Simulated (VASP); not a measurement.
# KBr (Fm-3m) in VASP: a series of runs

KBr is run at these levels: LDA; tasks: single point, relaxation of cell and atoms.

All numbers are computed with VASP 6.6.1; they aren't measurements. Logs are shortened: lines on timing, memory, paths and dates and some standing lists are left out, and cuts for length are marked.

**1. The cell of the first run**

Symmetry: Fm-3m, No. 225, cubic system. Conventional cell: a = 6.371 Å, b = 6.371 Å, c = 6.371 Å, α = 90.00°, β = 90.00°, γ = 90.00°. Within 4.2 Å of K (site symmetry m-3m) lie 6 Br at 3.19 Å. Br (site symmetry m-3m) has 6 K at 3.19 Å within 4.2 Å.

**2. Single point, LDA**

The input, INCAR:

```
ALGO = Normal
EDIFF = 1E-6
ENCUT = 520
ISIF = 2
ISMEAR = 0
LASPH = T
LCHARG = T
LELF = T
LREAL = F
LVHAR = T
LWAVE = F
NBANDS = 15
NELM = 80
PREC = Accurate
SIGMA = 0.02
```

The input, KPOINTS:

```
k-points
0
Gamma
  6 6 6
```

The input, POSCAR:

```
KBr
1.0
    0.0000000000      3.1856269473      3.1856269473
    3.1856269473      0.0000000000      3.1856269473
    3.1856269473      3.1856269473      0.0000000000
K Br
1 1
Direct
    0.0000000000      0.0000000000      0.0000000000
    0.5000000000      0.5000000000      0.5000000000
```

Potentials or basis: VASP PAW LDA potentials, release 64 (K_sv, Br).

Run with:

```console
$ cat potpaw_LDA.64/K_sv/POTCAR potpaw_LDA.64/Br/POTCAR > POTCAR
$ mpirun -np 1 vasp_std > vasp.out
```

OUTCAR:

```text
EDIFF = 1E-6
   ENCUT = 520
   ISIF = 2
   ISMEAR = 0
   LASPH = T
   LREAL = F
   NELM = 80
   PREC = Accurate

 ion  position               nearest neighbor table
   1  0.000  0.000  0.000-   2 3.19   2 3.19   2 3.19   2 3.19   2 3.19   2 3.19
   2  0.500  0.500  0.500-   1 3.19   1 3.19   1 3.19   1 3.19   1 3.19   1 3.19

  LATTYP: Found a face centered cubic cell.
 ALAT       =     6.3712538946

  Lattice vectors:

 A1 = (   0.0000000000,   3.1856269473,   3.1856269473)
 A2 = (   3.1856269473,   0.0000000000,   3.1856269473)
 A3 = (   3.1856269473,   3.1856269473,   0.0000000000)

Analysis of symmetry for initial positions (statically):
=====================================================================
 Subroutine PRICEL returns:
 Original cell was already a primitive cell.

 Routine SETGRP: Setting up the symmetry group for a
 face centered cubic supercell.

 Subroutine GETGRP returns: Found 48 space group operations
 (whereof 48 operations were pure point group operations)
 out of a pool of 48 trial point group operations.

The static configuration has the point symmetry O_h .

Analysis of symmetry for dynamics (positions and initial velocities):
=====================================================================
 Subroutine PRICEL returns:
 Original cell was already a primitive cell.

 Routine SETGRP: Setting up the symmetry group for a
 face centered cubic supercell.

 Subroutine GETGRP returns: Found 48 space group operations
 (whereof 48 operations were pure point group operations)
 out of a pool of 48 trial point group operations.

The dynamic configuration has the point symmetry O_h .

 Subroutine INISYM returns: Found 48 space group operations
 (whereof 48 operations are pure point group operations),
 and found     1 'primitive' translations

----------------------------------------------------------------------------------------

                                     Primitive cell

  volume of cell :      64.6569

  direct lattice vectors                    reciprocal lattice vectors
     0.000000000  3.185626947  3.185626947    -0.156954976  0.156954976  0.156954976
     3.185626947  0.000000000  3.185626947     0.156954976 -0.156954976  0.156954976
     3.185626947  3.185626947  0.000000000     0.156954976  0.156954976 -0.156954976

  length of vectors
     4.505156834  4.505156834  4.505156834     0.271853992  0.271853992  0.271853992

  position of ions in fractional coordinates (direct lattice)
     0.000000000  0.000000000  0.000000000
     0.500000000  0.500000000  0.500000000

  ion indices of the primitive-cell ions
   primitive index   ion index
                 1           1
                 2           2

----------------------------------------------------------------------------------------

 KPOINTS: k-points

Automatic generation of k-mesh.
 Grid dimensions read from file:
 generate k-points for:    6    6    6

 Generating k-lattice:

  Cartesian coordinates                     Fractional coordinates (reciprocal lattice)
    -0.026159163  0.026159163  0.026159163     0.166666667  0.000000000  0.000000000
     0.026159163 -0.026159163  0.026159163     0.000000000  0.166666667  0.000000000
     0.026159163  0.026159163 -0.026159163     0.000000000  0.000000000  0.166666667

  Length of vectors
     0.045308999  0.045308999  0.045308999

  Shift w.r.t. Gamma in fractional coordinates (k-lattice)
     0.000000000  0.000000000  0.000000000

 Subroutine IBZKPT returns following result:
 ===========================================

 Found     16 irreducible k-points:

 Following reciprocal coordinates:
            Coordinates               Weight
  0.000000  0.000000  0.000000      1.000000
  0.166667  0.000000  0.000000      8.000000
  0.333333  0.000000  0.000000      8.000000
  0.500000  0.000000  0.000000      4.000000
  0.166667  0.166667  0.000000      6.000000
  0.333333  0.166667  0.000000     24.000000
[... 8 lines left out ...]
 -0.333333  0.333333  0.166667     24.000000
 -0.333333  0.500000  0.166667     12.000000
   k-points           NKPTS =     16   k-points in BZ     NKDIM =     16   number of bands    NBANDS=     15
   number of dos      NEDOS =    301   number of ions     NIONS =      2
   total plane-waves  NPLWV =  46656
   dimension x,y,z NGX =    36 NGY =   36 NGZ =   36
   dimension x,y,z NGXF=    72 NGYF=   72 NGZF=   72
   ions per type =               1   1
   NGX,Y,Z   is equivalent  to a cutoff of  13.28, 13.28, 13.28 a.u.
   NGXF,Y,Z  is equivalent  to a cutoff of  26.57, 26.57, 26.57 a.u.
 SYSTEM =  unknown system
   PREC   = accura    normal or accurate (medium, high low for compatibility)
   ISTART =      0    job   : 0-new  1-cont  2-samecut
   ICHARG =      2    charge: 1-file 2-atom 10-const
   ISPIN  =      1    spin polarized calculation?
   LNONCOLLINEAR =      F non collinear calculations
   LSORBIT =      F    spin-orbit coupling
   LASPH  =      T    aspherical Exc in radial PAW
   ENCUT  =  520.0 eV  38.22 Ry    6.18 a.u.   8.38  8.38  8.38*2*pi/ulx,y,z
   NELM   =     80;   NELMIN=  2; NELMDL= -5     # of ELM steps
   EDIFF  = 0.1E-05   stopping-criterion for ELM
   LREAL  =      F    real-space projection
   EDIFFG = 0.1E-04   stopping-criterion for IOM
   NSW    =      0    number of steps for IOM
   IBRION =     -1    ionic relax: 0-MD 1-quasi-New 2-CG
   NFREE  =      0    steps in history (QN), initial steepest desc. (CG)
   ISIF   =      2    stress and relaxation
   ISYM   =      2    0-nonsym 1-usesym 2-fastsym
   POTIM  = 0.5000    time-step for ionic-motion
   TEBEG  =    0.0;   TEEND  =   0.0 temperature during run
   PSTRESS=    0.0 pullay stress
   NELECT =      16.0000    total number of electrons
   NUPDOWN=      -1.0000    fix difference up-down
   EMIN   =  10.00;   EMAX   =-10.00  energy-range for DOS
   EFERMI =   0.00;   METHOD = LEGACY
   ISMEAR =     0;   SIGMA  =   0.02  broadening in eV -4-tet -1-fermi 0-gaus
   EFERMI_NEDOS =   21; number of points for ismear=-14 and -15
   IALGO  =     38    algorithm
   IMIX   =      4    mixing-type and parameters
     AMIX     =   0.40;   BMIX     =  1.00
     AMIX_MAG =   1.60;   BMIX_MAG =  1.00
  volume/ion in A,a.u.               =      32.33       218.16
  Fermi-wavevector in a.u.,A,eV,Ry     =   1.027803  1.942266 14.372911  1.056379
  Thomas-Fermi vector in A             =   2.161767
   LORBIT       =      0    0 simple, 1 ext, 2 COOP (PROOUT), +10 PAW based schemes
   GGA     = CA    functional components
   LHFCALC =     F    Hartree Fock is set to
   AEXX    =    0.0000 exact exchange contribution
   IVDW    =     0    specifies the selected vdW correction
   LEPSILON=     F    determine dielectric tensor
   LRPA    =     F    only Hartree local field effects (RPA)
 non-spin polarized calculation
 Gauss-broadening in eV      SIGMA  =   0.02
  energy-cutoff  :      520.00
  volume of cell :       64.66
 maximum number of plane-waves:      1807
 NGX is ok and might be reduce to    36
   NGX = 17   NGY = 17   NGZ = 17

 number of electron      16.0000000 magnetization

 Free energy of the ion-electron system (eV)
  ---------------------------------------------------
  ext. energy  EPLUGINS =         0.00000000
  ---------------------------------------------------
  free energy    TOTEN  =        -6.83455623 eV

  energy without entropy =       -6.83455623  energy(sigma->0) =       -6.83455623

 E-fermi :  -1.2849     XC(G=0):  -8.3173

 val. band max:       -1.4443110256   @ k =   0.0000   0.0000   0.0000
 cond. band min:       2.8854872744   @ k =   0.0000   0.0000   0.0000
 fundamental gap:      4.3297983000
 Fermi energy:        -1.2848668508

 k-point     1 :       0.0000    0.0000    0.0000
  band No.  band energies     occupation
      1     -28.6546      2.00000
      2     -13.9126      2.00000
      3     -12.3798      2.00000
      4     -12.3798      2.00000
      5     -12.3798      2.00000
      6      -1.4443      2.00000
      7      -1.4443      2.00000
      8      -1.4443      2.00000
      9       2.8855      0.00000
     10       5.8947      0.00000
     11       5.8947      0.00000
     12       5.8947      0.00000
     13       6.8429      0.00000
     14       6.8429      0.00000
     15       9.9997      0.00000

 k-point     2 :       0.1667    0.0000    0.0000
  band No.  band energies     occupation
      1     -28.6518      2.00000
      2     -13.9689      2.00000
      3     -12.3818      2.00000
      4     -12.3818      2.00000
      5     -12.2995      2.00000
      6      -1.9182      2.00000
      7      -1.5670      2.00000
      8      -1.5670      2.00000
      9       3.6349      0.00000
     10       5.7648      0.00000
     11       6.2588      0.00000
     12       6.2588      0.00000
     13       7.2742      0.00000
     14       7.2742      0.00000
     15      11.0543      0.00000

 k-point     3 :       0.3333    0.0000    0.0000
  band No.  band energies     occupation
      1     -28.6462      2.00000
      2     -14.0684      2.00000
      3     -12.3857      2.00000
      4     -12.3857      2.00000
      5     -12.1503      2.00000
      6      -2.6332      2.00000
      7      -1.7929      2.00000
      8      -1.7929      2.00000
      9       4.7055      0.00000
     10       6.2373      0.00000
     11       7.2353      0.00000
     12       7.2353      0.00000
     13       8.3421      0.00000
     14       8.3421      0.00000
     15      10.3902      0.00000
[... 199 lines left out ...]
 k-point    15 :      -0.3333    0.3333    0.1667
  band No.  band energies     occupation
      1     -28.6409      2.00000
      2     -13.9550      2.00000
      3     -12.4623      2.00000
      4     -12.4413      2.00000
      5     -12.2329      2.00000
      6      -2.4748      2.00000
      7      -2.0941      2.00000
      8      -1.9524      2.00000
      9       5.6079      0.00000
     10       5.9845      0.00000
     11       7.2651      0.00000
     12       7.8342      0.00000
     13       8.9816      0.00000
     14       9.4051      0.00000
     15       9.9469      0.00000

 k-point    16 :      -0.3333    0.5000    0.1667
  band No.  band energies     occupation
      1     -28.6401      2.00000
      2     -13.8665      2.00000
      3     -12.5102      2.00000
      4     -12.4633      2.00000
      5     -12.3075      2.00000
      6      -2.2919      2.00000
      7      -2.0518      2.00000
      8      -1.9854      2.00000
      9       4.8216      0.00000
     10       6.5959      0.00000
     11       6.8124      0.00000
     12       7.9555      0.00000
     13       8.6732      0.00000
     14       9.5048      0.00000
     15      10.1511      0.00000

------------------------ aborting loop because EDIFF is reached ----------------------------------------

  FORCE on cell =-STRESS in cart. coord.  units (eV):
  Direction    XX          YY          ZZ          XY          YZ          ZX
  --------------------------------------------------------------------------------------
  -------------------------------------------------------------------------------------
  Total        0.0394220      0.0394220      0.0394220      0.0000000      0.0000000     -0.0000000
  in kB        0.9768643      0.9768643      0.9768643      0.0000000      0.0000000     -0.0000000
  external PRESSURE =       0.9768643 kB  Pullay stress =       0.0000000 kB

 VOLUME and BASIS-vectors are now :
 -----------------------------------------------------------------------------
  energy-cutoff  :      520.00
  volume of cell :       64.66
      direct lattice vectors                 reciprocal lattice vectors
     0.000000000  3.185626947  3.185626947    -0.156954976  0.156954976  0.156954976
     3.185626947  0.000000000  3.185626947     0.156954976 -0.156954976  0.156954976
     3.185626947  3.185626947  0.000000000     0.156954976  0.156954976 -0.156954976

 POSITION                                       TOTAL-FORCE (eV/Angst)
 -----------------------------------------------------------------------------------
      0.00000      0.00000      0.00000         0.000000     -0.000000      0.000000
      3.18563      3.18563      3.18563        -0.000000      0.000000     -0.000000
 -----------------------------------------------------------------------------------
    total drift:                                0.000000      0.000000      0.000000

  FREE ENERGIE OF THE ION-ELECTRON SYSTEM (eV)
  ---------------------------------------------------
  free  energy   TOTEN  =        -6.8345562290 eV

  energy  without entropy=       -6.8345562290  energy(sigma->0) =       -6.83455623
```

It took 16 s on 1 thread of Intel Xeon Platinum 8488C (Sapphire Rapids), shared host; peak memory 0.17 GiB.

What came out:

```yaml
Free_energy: -6.8346 eV
Pressure: 0.1 GPa
Band_gap_on_the_k_mesh: 4.33 eV, direct
```

Levels at points of the mesh, in eV from the valence-band top:
```tsv
k point	band 4	band 5	band 6	band 7	band 8	band 9	band 10	band 11	band 12	band 13
(0.00, 0.00, 0.00)	-10.94	-10.94	0.00	0.00	0.00	4.33	7.34	7.34	7.34	8.29
(0.50, 0.00, 0.00)	-10.94	-10.64	-1.48	-0.45	-0.45	6.47	8.31	9.79	9.79	10.17
(0.50, 0.50, 0.00)	-11.00	-11.00	-0.97	-0.34	-0.34	5.41	7.26	9.36	9.74	9.85
```

(Part 1 of 2 ends here.)
